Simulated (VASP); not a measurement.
Input of a VASP 6.6.1 run:

The input INCAR:

```
PREC     = Accurate       # precision mode
ENCUT    = 520            # plane-wave cutoff, eV
EDIFF    = 1E-6           # SCF threshold, eV
ISMEAR   = 0              # smearing method
SIGMA    = 0.05           # smearing width, eV
LREAL    = False          # projectors in reciprocal space
LASPH    = True           # aspherical terms in the spheres
NELM     = 150            # most SCF steps
ALGO     = Normal         # electronic algorithm
ISIF     = 2              # what is computed and relaxed
LWAVE    = False          # write WAVECAR
LCHARG   = True           # write CHGCAR
ISPIN    = 2              # spin polarisation
MAGMOM   = 0 0 0 0 0 0 0 0 0 0 0 0 # initial moments
LORBIT   = 11             # projections on sites
LMAXMIX  = 4              # l up to which the mixer works
LDAU     = True           # DFT+U
LDAUTYPE = 2            
LDAUL    = 2 -1 -1        # shell
LDAUU    = 2 0 0          # U, eV
LDAUJ    = 0 0 0        
LDAUPRINT= 1            
GGA      = PS             # functional
LELF     = True           # ELF
LVHAR    = True         
NBANDS   = 66             # bands
```

The input KPOINTS:

```
Automatic mesh
0
Gamma
  4 4 3
```

File POSCAR:

```
Sn3PdO8
1.0
    4.7373500000      0.0000000000      0.0000000000
    0.0000000000      4.7373500000      0.0000000000
    0.0000000000      0.0000000000      6.3728000000
Pd Sn O
1 3 8
Direct
    0.0000000000      0.0000000000      1.0000000000
    0.0000000000      0.0000000000      0.5000000000
    0.5000000000      0.5000000000      0.2463965786
    0.5000000000      0.5000000000      0.7536034214
    0.3002803001      0.3002803001      1.0000000000
    0.3083640033      0.3083640033      0.5000000000
    0.1897046375      0.8102953625      0.2440860549
    0.1897046375      0.8102953625      0.7559139451
    0.6997196999      0.6997196999      1.0000000000
    0.6916359967      0.6916359967      0.5000000000
    0.8102953625      0.1897046375      0.2440860549
    0.8102953625      0.1897046375      0.7559139451
```

Potentials or basis: VASP PAW PBE potentials, release 64 (Pd, Sn_d, O).

Run with:

```sh
$ cat potpaw_PBE.64/Pd/POTCAR potpaw_PBE.64/Sn_d/POTCAR potpaw_PBE.64/O/POTCAR > POTCAR
$ mpirun -np 1 vasp_std > vasp.out
```

Task: Predict the pressure.

Result: -2.5 GPa.

Task: Predict the net moment.

Result: 0.00 μB per cell.

Forces in eV/Å, atoms in the order of the input:
```
Pd   0.000  0.000  0.000
Sn   0.000  0.000  0.000
Sn   0.000  0.000  0.005
Sn   0.000  0.000 -0.005
O   -0.159 -0.159  0.000
O   -0.006 -0.006  0.000
O   -0.079  0.079 -0.162
O   -0.079  0.079  0.162
O    0.159  0.159  0.000
O    0.006  0.006  0.000
O    0.079 -0.079 -0.162
O    0.079 -0.079  0.162
```

Caveat: the PAW data sets were made with another functional, which shifts forces and pressure a little.
